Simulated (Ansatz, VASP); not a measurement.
**Y2W: VASP beside Ansatz**

```xyz
6
Lattice="7.2084 0.0000 0.0000 0.0000 7.3083 0.0000 0.0000 0.0000 3.1636" Properties=species:S:1:pos:R:3 pbc="T T T"
Y     2.1323    6.0572    1.5818
Y     5.7365    4.9052    0.0000
Y     5.0761    1.2511    1.5818
Y     1.4719    2.4031    0.0000
W     3.6042    3.6541    1.5818
W     0.0000    0.0000    0.0000
```

Alike in both runs: functional PBE; k mesh 4 × 4 × 4; occupations gaussian, width 0.1 eV; no spin polarisation.

Ansatz relaxed the structure, and its values are those at the end. VASP's run is a single point on that final structure, the one shown.

```csv
,VASP,Ansatz
version,VASP 6.6.1,Ansatz 0.2.0
potentials or method,"VASP PAW PBE potentials, release 64 (Y_sv, W_sv), cutoff 520 eV","scalar-relativistic, plane waves, PAW"
valence electrons in the cell,72,72
```

Ansatz gave:

| Property | Result |
| --- | --- |
| gap on the k mesh at the Fermi level (eV) | none |
| pressure (GPa) | 0.1 |

Question: What did VASP give for the same quantities?

Answer: gap on the k mesh at the Fermi level (eV): none; pressure (GPa): 0.0.

A gap of «none» marks a metal or a gap that the smearing closes.

The k mesh is coarse, so the values compare programs but aren't converged. Neither program's run includes spin-orbit coupling.
